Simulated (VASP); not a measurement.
# Sn2Ir (Fm-3m) in VASP: a series of runs

Runs on Sn2Ir. Level: LDA. Tasks: single point.

All numbers are computed with VASP 6.6.1; they aren't measurements. Logs are shortened: lines on timing, memory, paths and dates and some standing lists are left out, and cuts for length are marked.

## 1. The cell of the first run

The structure is cubic, space group Fm-3m (No. 225). The conventional cell has a = 6.252 Å, b = 6.252 Å, c = 6.252 Å, α = 90.00°, β = 90.00°, γ = 90.00°. Sn (site symmetry -43m) has 4 Ir at 2.71 Å and 6 Sn at 3.13 Å within 3.6 Å. Within 3.6 Å of Ir (site symmetry m-3m) lie 8 Sn at 2.71 Å.

## 2. Single point, LDA (20.37 Å³/atom)

INCAR

```
SYSTEM = Sn2Ir
PREC     = Accurate       ! precision mode
ENCUT    = 520            ! plane-wave cutoff, eV
EDIFF    = 1E-6           ! SCF threshold, eV
ISMEAR   = -1             ! smearing method
SIGMA    = 0.03           ! smearing width, eV
LREAL    = .FALSE.        ! projectors in reciprocal space
LASPH    = .TRUE.         ! aspherical terms in the spheres
NELM     = 80             ! most SCF steps
ALGO     = Normal         ! electronic algorithm
ISIF     = 2              ! what is computed and relaxed
LWAVE    = .FALSE.        ! write WAVECAR
LCHARG   = .TRUE.         ! write CHGCAR
LELF     = .TRUE.         ! ELF
LVHAR    = .TRUE.       
NBANDS   = 26             ! bands
```

KPOINTS

```
regular mesh
0
G
  10 10 10
  0 0 0
```

POSCAR

```
Sn2Ir
1.0
    0.0000000000      3.1261704254      3.1261704254
    3.1261704254      0.0000000000      3.1261704254
    3.1261704254      3.1261704254      0.0000000000
Sn Ir
2 1
Direct
    0.2500000000      0.2500000000      0.2500000000
    0.7500000000      0.7500000000      0.7500000000
    0.0000000000      0.0000000000      0.0000000000
```

Potentials or basis: VASP PAW LDA potentials, release 64 (Sn_d, Ir).

Launch:

```bash
$ cat potpaw_LDA.64/Sn_d/POTCAR potpaw_LDA.64/Ir/POTCAR > POTCAR
$ mpirun -np 1 vasp_std > vasp.out
```

OUTCAR:

```text
SYSTEM = Sn2Ir
   PREC = Accurate
   ENCUT = 520
   EDIFF = 1E-6
   ISMEAR = -1
   LREAL = .FALSE.
   LASPH = .TRUE.
   NELM = 80
   ISIF = 2

 ion  position               nearest neighbor table
   1  0.250  0.250  0.250-   3 2.71   3 2.71   3 2.71   3 2.71   2 3.13   2 3.13   2 3.13   2 3.13
                             2 3.13   2 3.13
   2  0.750  0.750  0.750-   3 2.71   3 2.71   3 2.71   3 2.71   1 3.13   1 3.13   1 3.13   1 3.13
                             1 3.13   1 3.13
   3  0.000  0.000  0.000-   2 2.71   2 2.71   2 2.71   1 2.71   2 2.71   1 2.71   1 2.71   1 2.71

  LATTYP: Found a face centered cubic cell.
 ALAT       =     6.2523408508

  Lattice vectors:

 A1 = (   0.0000000000,   3.1261704254,   3.1261704254)
 A2 = (   3.1261704254,   0.0000000000,   3.1261704254)
 A3 = (   3.1261704254,   3.1261704254,   0.0000000000)

Analysis of symmetry for initial positions (statically):
=====================================================================
 Subroutine PRICEL returns:
 Original cell was already a primitive cell.

 Routine SETGRP: Setting up the symmetry group for a
 face centered cubic supercell.

 Subroutine GETGRP returns: Found 48 space group operations
 (whereof 48 operations were pure point group operations)
 out of a pool of 48 trial point group operations.

The static configuration has the point symmetry O_h .

Analysis of symmetry for dynamics (positions and initial velocities):
=====================================================================
 Subroutine PRICEL returns:
 Original cell was already a primitive cell.

 Routine SETGRP: Setting up the symmetry group for a
 face centered cubic supercell.

 Subroutine GETGRP returns: Found 48 space group operations
 (whereof 48 operations were pure point group operations)
 out of a pool of 48 trial point group operations.

The dynamic configuration has the point symmetry O_h .

 Subroutine INISYM returns: Found 48 space group operations
 (whereof 48 operations are pure point group operations),
 and found     1 'primitive' translations

----------------------------------------------------------------------------------------

                                     Primitive cell

  volume of cell :      61.1038

  direct lattice vectors                    reciprocal lattice vectors
     0.000000000  3.126170425  3.126170425    -0.159940097  0.159940097  0.159940097
     3.126170425  0.000000000  3.126170425     0.159940097 -0.159940097  0.159940097
     3.126170425  3.126170425  0.000000000     0.159940097  0.159940097 -0.159940097

  length of vectors
     4.421072614  4.421072614  4.421072614     0.277024374  0.277024374  0.277024374

  position of ions in fractional coordinates (direct lattice)
     0.250000000  0.250000000  0.250000000
     0.750000000  0.750000000  0.750000000
     0.000000000  0.000000000  0.000000000

  ion indices of the primitive-cell ions
   primitive index   ion index
                 1           1
                 2           2
                 3           3

----------------------------------------------------------------------------------------

 KPOINTS: regular mesh

Automatic generation of k-mesh.
 Grid dimensions read from file:
 generate k-points for:   10   10   10

 Generating k-lattice:

  Cartesian coordinates                     Fractional coordinates (reciprocal lattice)
    -0.015994010  0.015994010  0.015994010     0.100000000  0.000000000  0.000000000
     0.015994010 -0.015994010  0.015994010     0.000000000  0.100000000  0.000000000
     0.015994010  0.015994010 -0.015994010     0.000000000  0.000000000  0.100000000

  Length of vectors
     0.027702437  0.027702437  0.027702437

  Shift w.r.t. Gamma in fractional coordinates (k-lattice)
     0.000000000  0.000000000  0.000000000

 Subroutine IBZKPT returns following result:
 ===========================================

 Found     47 irreducible k-points:

 Following reciprocal coordinates:
            Coordinates               Weight
  0.000000  0.000000  0.000000      1.000000
  0.100000  0.000000  0.000000      8.000000
  0.200000  0.000000  0.000000      8.000000
  0.300000  0.000000  0.000000      8.000000
  0.400000  0.000000  0.000000      8.000000
  0.500000  0.000000  0.000000      4.000000
[... 16 lines left out ...]
  0.300000  0.300000  0.000000      6.000000
  0.400000  0.300000  0.000000     24.000000
 [... further k-points ...]
   k-points           NKPTS =     47   k-points in BZ     NKDIM =     47   number of bands    NBANDS=     26
   number of dos      NEDOS =    301   number of ions     NIONS =      3
   total plane-waves  NPLWV =  46656
   dimension x,y,z NGX =    36 NGY =   36 NGZ =   36
   dimension x,y,z NGXF=    72 NGYF=   72 NGZF=   72
   ions per type =               2   1
   NGX,Y,Z   is equivalent  to a cutoff of  13.54, 13.54, 13.54 a.u.
   NGXF,Y,Z  is equivalent  to a cutoff of  27.07, 27.07, 27.07 a.u.
 SYSTEM =  Sn2Ir
   PREC   = accura    normal or accurate (medium, high low for compatibility)
   ISTART =      0    job   : 0-new  1-cont  2-samecut
   ICHARG =      2    charge: 1-file 2-atom 10-const
   ISPIN  =      1    spin polarized calculation?
   LNONCOLLINEAR =      F non collinear calculations
   LSORBIT =      F    spin-orbit coupling
   LASPH  =      T    aspherical Exc in radial PAW
   ENCUT  =  520.0 eV  38.22 Ry    6.18 a.u.   8.22  8.22  8.22*2*pi/ulx,y,z
   NELM   =     80;   NELMIN=  2; NELMDL= -5     # of ELM steps
   EDIFF  = 0.1E-05   stopping-criterion for ELM
   LREAL  =      F    real-space projection
   EDIFFG = 0.1E-04   stopping-criterion for IOM
   NSW    =      0    number of steps for IOM
   IBRION =     -1    ionic relax: 0-MD 1-quasi-New 2-CG
   NFREE  =      0    steps in history (QN), initial steepest desc. (CG)
   ISIF   =      2    stress and relaxation
   ISYM   =      2    0-nonsym 1-usesym 2-fastsym
   POTIM  = 0.5000    time-step for ionic-motion
   TEBEG  =    0.0;   TEEND  =   0.0 temperature during run
   PSTRESS=    0.0 pullay stress
   NELECT =      37.0000    total number of electrons
   NUPDOWN=      -1.0000    fix difference up-down
   EMIN   =  10.00;   EMAX   =-10.00  energy-range for DOS
   EFERMI =   0.00;   METHOD = LEGACY
   ISMEAR =    -1;   SIGMA  =   0.03  broadening in eV -4-tet -1-fermi 0-gaus
   EFERMI_NEDOS =   21; number of points for ismear=-14 and -15
   IALGO  =     38    algorithm
   IMIX   =      4    mixing-type and parameters
     AMIX     =   0.40;   BMIX     =  1.00
     AMIX_MAG =   1.60;   BMIX_MAG =  1.00
  volume/ion in A,a.u.               =      20.37       137.45
  Fermi-wavevector in a.u.,A,eV,Ry     =   1.385010  2.617288 26.099394  1.918251
  Thomas-Fermi vector in A             =   2.509460
   LORBIT       =      0    0 simple, 1 ext, 2 COOP (PROOUT), +10 PAW based schemes
   GGA     = CA    functional components
   LHFCALC =     F    Hartree Fock is set to
   AEXX    =    0.0000 exact exchange contribution
   IVDW    =     0    specifies the selected vdW correction
   LEPSILON=     F    determine dielectric tensor
   LRPA    =     F    only Hartree local field effects (RPA)
 non-spin polarized calculation
  energy-cutoff  :      520.00
  volume of cell :       61.10
 maximum number of plane-waves:      1676
 NGX is ok and might be reduce to    36
   NGX = 17   NGY = 17   NGZ = 17

 number of electron      36.9999993 magnetization

 Free energy of the ion-electron system (eV)
  ---------------------------------------------------
  ext. energy  EPLUGINS =         0.00000000
  ---------------------------------------------------
  free energy    TOTEN  =       -20.23343786 eV

  energy without entropy =      -20.22837161  energy(sigma->0) =      -20.23090473

 E-fermi :   9.3818     XC(G=0): -11.8110

 val. band max:        9.3778870867   @ k =   0.5000   0.2000   0.1000
 cond. band min:       9.4300501186   @ k =   0.3000   0.2000   0.0000
 fundamental gap:      0.0521630319
 Fermi energy:         9.3818173916

 k-point     1 :       0.0000    0.0000    0.0000
  band No.  band energies     occupation
      1     -12.1322      2.00000
      2     -12.1322      2.00000
      3     -11.9974      2.00000
      4     -11.9974      2.00000
      5     -11.9974      2.00000
      6     -11.8111      2.00000
[... 18 lines left out ...]
     25      14.0167      0.00000
     26      14.0167      0.00000

 k-point     2 :       0.1000    0.0000    0.0000
  band No.  band energies     occupation
      1     -12.1208      2.00000
      2     -12.1208      2.00000
      3     -11.9965      2.00000
      4     -11.9927      2.00000
      5     -11.9927      2.00000
      6     -11.8154      2.00000
[... 18 lines left out ...]
     25      14.6099      0.00000
     26      14.6099      0.00000

 k-point     3 :       0.2000    0.0000    0.0000
  band No.  band energies     occupation
      1     -12.0877      2.00000
      2     -12.0877      2.00000
      3     -11.9913      2.00000
      4     -11.9791      2.00000
      5     -11.9791      2.00000
      6     -11.8278      2.00000
[... 18 lines left out ...]
     25      15.6230      0.00000
     26      15.6230      0.00000

 k-point     4 :       0.3000    0.0000    0.0000
  band No.  band energies     occupation
      1     -12.0361      2.00000
      2     -12.0361      2.00000
      3     -11.9769      2.00000
      4     -11.9581      2.00000
      5     -11.9581      2.00000
      6     -11.8475      2.00000
[... 18 lines left out ...]
     25      16.7530      0.00000
     26      16.7530      0.00000
[... 496 lines left out ...]
      1     -12.0728      2.00000
      2     -11.9871      2.00000
      3     -11.9769      2.00000
      4     -11.9620      2.00000
      5     -11.9316      2.00000
      6     -11.8760      2.00000
[... 18 lines left out ...]
     25      16.0011      0.00000
     26      19.2011      0.00000

 k-point    23 :       0.3000    0.3000    0.0000
  band No.  band energies     occupation
      1     -12.1150      2.00000
      2     -12.0283      2.00000
      3     -11.9446      2.00000
      4     -11.9371      2.00000
      5     -11.9371      2.00000
      6     -11.8689      2.00000
[... 18 lines left out ...]
     25      19.1656      0.00000
     26      19.1753      0.00000

 k-point    24 :       0.4000    0.3000    0.0000
  band No.  band energies     occupation
      1     -12.1012      2.00000
      2     -12.0284      2.00000
      3     -11.9219      2.00000
      4     -11.9212      2.00000
      5     -11.9165      2.00000
      6     -11.8996      2.00000
[... 18 lines left out ...]
     25      19.4403      0.00000
     26      19.7382      0.00000

 [... further k-points ...]

------------------------ aborting loop because EDIFF is reached ----------------------------------------

  FORCE on cell =-STRESS in cart. coord.  units (eV):
  Direction    XX          YY          ZZ          XY          YZ          ZX
  --------------------------------------------------------------------------------------
  -------------------------------------------------------------------------------------
  Total        1.4999482      1.4999482      1.4999482      0.0000000      0.0000000      0.0000000
  in kB       39.3295423     39.3295423     39.3295423      0.0000000      0.0000000      0.0000000
  external PRESSURE =      39.3295423 kB  Pullay stress =       0.0000000 kB

 VOLUME and BASIS-vectors are now :
 -----------------------------------------------------------------------------
  energy-cutoff  :      520.00
  volume of cell :       61.10
      direct lattice vectors                 reciprocal lattice vectors
     0.000000000  3.126170425  3.126170425    -0.159940097  0.159940097  0.159940097
     3.126170425  0.000000000  3.126170425     0.159940097 -0.159940097  0.159940097
     3.126170425  3.126170425  0.000000000     0.159940097  0.159940097 -0.159940097

 POSITION                                       TOTAL-FORCE (eV/Angst)
 -----------------------------------------------------------------------------------
      1.56309      1.56309      1.56309        -0.000000      0.000000     -0.000000
      4.68926      4.68926      4.68926         0.000000     -0.000000      0.000000
      0.00000      0.00000      0.00000         0.000000      0.000000      0.000000
 -----------------------------------------------------------------------------------
    total drift:                                0.000000      0.000000      0.000000

  FREE ENERGIE OF THE ION-ELECTRON SYSTEM (eV)
  ---------------------------------------------------
  free  energy   TOTEN  =       -20.2334378601 eV

  energy  without entropy=      -20.2283716074  energy(sigma->0) =      -20.23090473
```

It took 37 s on 1 thread of Intel Xeon Platinum 8559C (Emerald Rapids), shared host; peak memory 0.21 GiB.

Results:

```
Free energy            : -20.2334 eV
Pressure               : 3.9 GPa
Band gap on the k mesh : zero (an odd number of electrons rules out a gap without spin polarisation)
```

Levels at points of the mesh, in eV from the Fermi level:
```
           k point  band 16  band 17  band 18  band 19  band 20  band 21  band 22  band 23
(0.00, 0.00, 0.00)    -2.26    -2.11     3.74     3.74     3.74     4.09     4.09     4.09
(0.50, 0.00, 0.00)    -2.19    -2.19    -0.06    -0.06     1.31     2.84     4.33     4.33
(0.50, 0.50, 0.00)    -2.64    -2.64    -2.27    -2.11     1.44     3.42     8.44     8.44
```

Caveat: the cell stands under pressure; spin-orbit coupling is left out, which moves the levels of the heavy elements.

## 3. Single point, LDA (21.00 Å³/atom)

This run uses another cell than the first one, of 21.00 Å³/atom.

INCAR

```
  PREC = Accurate
  ENCUT = 520
  EDIFF = 1E-6
  ISMEAR = -1
  SIGMA = 0.03
  LREAL = False
  LASPH = True
  NELM = 100
  ALGO = Normal
  ISIF = 2
  LWAVE = False
  LCHARG = False
  NBANDS = 26
```

KPOINTS

```
Automatic mesh
0
Gamma
  10 10 10
```

POSCAR

```
Sn2Ir
1.0
    0.0000000000      3.1584012586      3.1584012586
    3.1584012586      0.0000000000      3.1584012586
    3.1584012586      3.1584012586      0.0000000000
Sn Ir
2 1
Direct
    0.2500000000      0.2500000000      0.2500000000
    0.7500000000      0.7500000000      0.7500000000
    0.0000000000      0.0000000000      0.0000000000
```

Potentials or basis: VASP PAW LDA potentials, release 64 (Sn_d, Ir).

Launch:

```bash
$ cat potpaw_LDA.64/Sn_d/POTCAR potpaw_LDA.64/Ir/POTCAR > POTCAR
$ mpirun -np 1 vasp_std > vasp.out
```

It took 36 s on 1 thread of Intel Xeon Platinum 8559C (Emerald Rapids), shared host; peak memory 0.21 GiB.

Results (log left out):

| Item | Value |
| --- | --- |
| Free energy | -20.2543 eV |
| Pressure | -0.5 GPa |
| Band gap on the k mesh | zero (an odd number of electrons rules out a gap without spin polarisation) |

Levels at points of the mesh, in eV from the Fermi level:
```
           k point  band 17  band 18  band 19  band 20  band 21  band 22
(0.00, 0.00, 0.00)    -2.16     3.64     3.64     3.64     3.96     3.96
(0.50, 0.00, 0.00)    -2.09    -0.04    -0.04     1.27     2.62     4.21
(0.50, 0.50, 0.00)    -2.53    -2.18    -2.00     1.30     3.37     8.20
```

Caveat: spin-orbit coupling is left out, which moves the levels of the heavy elements.

The gap in the log of VASP goes by the Fermi energy; the results here count the filled bands.